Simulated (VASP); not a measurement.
Set up this calculation in VASP 6.6.1, as the native input.

| Property | Result |
| --- | --- |
| Task | G0W0 quasiparticle levels |
| Functional | PBE |
| Potentials or basis | VASP PAW PBE potentials, release 64 (Mg_GW, O_GW) |
| Cutoff | 500 eV |
| k mesh | 3 × 3 × 3 |
| Occupations | gaussian, width 0.01 eV |
| Spin | no spin polarisation |
| Dipole correction | no |
| GW scheme | G0W0 |
| GW iterations | 1 |
| Cutoff of the response function | 160 |
| Frequency points | 48 |
| Empty bands | 30 |
| Further INCAR settings | ALGO = EVGW0; EDIFF = 1e-08; NBANDS = 34 |

MgO:

```
Mg O
1.0
     0.00000    2.10550    2.10550
     2.10550    0.00000    2.10550
     2.10550    2.10550    0.00000
Mg O
1 1
Direct
  0.00000 0.00000 0.00000
  0.50000 0.50000 0.50000
```

The input as run:

POSCAR

```
MgO
1.0
    0.0000000000      2.1055000000      2.1055000000
    2.1055000000      0.0000000000      2.1055000000
    2.1055000000      2.1055000000      0.0000000000
Mg O
1 1
Direct
    0.0000000000      0.0000000000      0.0000000000
    0.5000000000      0.5000000000      0.5000000000
```

INCAR.step1

```
ALGO = Normal ; EDIFF = 1E-8
ENCUT = 500 ; GGA = PE
ISMEAR = 0 ; LASPH = T
LCHARG = F ; LREAL = F
LWAVE = T ; NELM = 80
PREC = Accurate ; SIGMA = 0.01
```

INCAR.step2

```
ALGO = Exact ; EDIFF = 1E-8
ENCUT = 500 ; GGA = PE
ISMEAR = 0 ; ISTART = 1
LASPH = T ; LCHARG = F
LOPTICS = T ; LREAL = F
LWAVE = T ; NBANDS = 34
NELM = 1 ; PREC = Accurate
SIGMA = 0.01
```

INCAR.step3

```
ALGO = EVGW0 ; EDIFF = 1E-8
ENCUT = 500 ; ENCUTGW = 160.0
GGA = PE ; ISMEAR = 0
ISTART = 1 ; LASPH = T
LCHARG = F ; LREAL = F
LWAVE = F ; NBANDS = 34
NBANDSGW = 12 ; NELMGW = 1
NOMEGA = 48 ; PREC = Accurate
PRECFOCK = Fast ; SIGMA = 0.01
```

KPOINTS

```
k-points
0
Gamma
  3 3 3
```

Potentials or basis: VASP PAW PBE potentials, release 64 (Mg_GW, O_GW).

Run with:

```sh
$ cat potpaw_PBE.64/Mg_GW/POTCAR potpaw_PBE.64/O_GW/POTCAR > POTCAR
$ cp INCAR.step1 INCAR
$ mpirun -np 1 vasp_std > vasp.out
$ cp INCAR.step2 INCAR
$ mpirun -np 1 vasp_std > vasp.out
$ cp INCAR.step3 INCAR
$ mpirun -np 1 vasp_std > vasp.out
```

It gave:

```json
{
 "Quasiparticle gap": "7.06 eV",
 "Least direct quasiparticle gap": "7.06 eV",
 "Band gap of the starting levels on the mesh": "4.69 eV",
 "Least direct gap of the starting levels on the mesh": "4.69 eV"
}
```

Caveat: the k points lie up to 0.86 Å⁻¹ apart; bands, screening cutoff and mesh are small and nothing is extrapolated, so the quasiparticle values aren't converged.

Wall time 17 s on 1 thread of Intel Xeon 8259CL, with other jobs on the host, peak memory 0.14 GiB.
